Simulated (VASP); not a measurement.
Here is a VASP 6.6.1 calculation.

INCAR

```
SYSTEM = MnO
  PREC = Accurate
  ENCUT = 600
  EDIFF = 1E-7
  ISMEAR = -1
  SIGMA = 0.05
  LREAL = .False.
  LASPH = .True.
  NELM = 150
  ALGO = Normal
  ISIF = 3
  LWAVE = .False.
  LCHARG = .False.
  ISPIN = 2
  MAGMOM = 4 0
  LORBIT = 11
  LMAXMIX = 4
  GGA = RP
  IVDW = 12
  IBRION = 2
  NSW = 60
  EDIFFG = -0.01
```

KPOINTS

```
Automatic mesh
0
Gamma
  10 10 9
  0 0 0
```

POSCAR

```
MnO
1.0
    2.9694859100      0.0000000000      0.0000000000
   -1.4847429600      2.5716502300      0.0000000000
    0.0000000000      0.0000000000      2.8980711300
Mn O
1 1
Direct
    0.0000000000      0.0000000000      0.0000000000
    0.6666666667      0.3333333333      0.5000000000
```

Potentials or basis: VASP PAW PBE potentials, release 64 (Mn_pv, O).

The run is started by

```bash
$ cat potpaw_PBE.64/Mn_pv/POTCAR potpaw_PBE.64/O/POTCAR > POTCAR
$ mpirun -np 1 vasp_std > vasp.out
```

(1) What does it give for the net moment?

(2) What does it give for the dispersion energy per atom?

(3) Estimate the site moments.

Answers

(1) 4.55 μB per cell.

(2) -0.864 eV.

(3) Mn +4.13; O +0.18 μB.

Caveat: a cell with one magnetic atom can't hold antiferromagnetic order, which such compounds often take.
